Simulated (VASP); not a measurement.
# Ti: single point with PBEsol

The system is Ti.

```
Ti
1.0
    -1.44460    1.60512    1.60512
     1.44460   -1.60512    1.60512
     1.44460    1.60512   -1.60512
Ti
1
Direct
  0.00000 0.00000 0.00000
```

This cell differs from its parent crystal: strain -0.1000 x Voigt [1, 0, 0, 0, 0, 0].

```
Program                : VASP 6.6.1
Task                   : single point
Functional             : PBEsol
Potentials or basis    : VASP PAW PBE potentials, release 64 (Ti_sv)
Cutoff                 : 520 eV
k mesh                 : 26 × 26 × 26
Occupations            : gaussian, width 0.15 eV
Spin                   : no spin polarisation
Dipole correction      : no
Further INCAR settings : ALGO = Fast; EDIFF = 1e-07; NBANDS = 12
```

```yaml
Pressure: 13.8 GPa
Band_gap_on_the_k_mesh: zero (bands 6 and 7 overlap by 1.62 eV)
```

Stress tensor (GPa, compression positive):
```
11.89  0.00  0.00
 0.00 14.74  0.00
 0.00  0.00 14.74
```

Levels at points of the mesh, in eV from the Fermi level:
| k point | band 2 | band 3 | band 4 | band 5 | band 6 | band 7 | band 8 | band 9 | band 10 | band 11 |
| --- | --- | --- | --- | --- | --- | --- | --- | --- | --- | --- |
| (0.00, 0.00, 0.00) | -31.79 | -31.79 | -31.78 | -6.28 | 0.47 | 1.45 | 1.45 | 2.52 | 3.68 | 17.85 |
| (0.50, 0.00, 0.00) | -32.91 | -32.05 | -31.76 | -2.86 | 0.16 | 1.15 | 2.46 | 3.33 | 5.03 | 10.03 |
| (0.00, 0.50, 0.00) | -32.90 | -32.15 | -31.86 | -2.93 | -0.97 | 2.02 | 3.17 | 4.19 | 5.11 | 10.90 |
| (0.50, 0.50, 0.50) | -32.60 | -32.60 | -32.36 | -2.89 | -2.55 | 4.63 | 4.63 | 4.86 | 8.65 | 8.65 |

Wall time 2.9 min on 1 thread of Intel(R) Xeon(R) 6975P-C (Granite Rapids), with other jobs on the host, peak memory 0.33 GiB.

Caveat: the cell differs from its parent crystal (strain -0.1000 x Voigt [1, 0, 0, 0, 0, 0]); the cell stands under pressure; the PAW data sets were made with another functional, which shifts forces and pressure a little.
